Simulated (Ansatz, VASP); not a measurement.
One calculation of Ta, two programs

```
Ta
1.0
     4.99022    0.00000    0.00000
    -2.49511    4.32166    0.00000
     0.00000    0.00000    2.80177
Ta
3
Direct
  0.00000 0.00000 0.00000
  0.33333 0.66667 0.50000
  0.66667 0.33333 0.50000
```

Alike in both runs: task single point; functional PBE; k mesh 9 × 9 × 13; occupations fermi-dirac, width 0.1 eV; no spin polarisation.

```csv
,VASP,Ansatz
version,VASP 6.6.1,Ansatz 0.2.0
potentials or method,"VASP PAW PBE potentials, release 64 (Ta_pv), cutoff 520 eV","plane waves (420 eV) with PAW, scalar-relativistic"
valence electrons in the cell,33,39
```

VASP gave:

* pressure (GPa): -12.3
* traceless stress, the component that is largest in VASP (GPa): -0.95

What did Ansatz give for the same quantities?

Pressure (GPa): -12.3; traceless stress, the component that is largest in VASP (GPa): -0.98.

VASP's potentials hold 33 valence electrons a cell and Ansatz's 39, so a difference there can come from the potentials and not from the codes.

Spin-orbit coupling is off throughout.
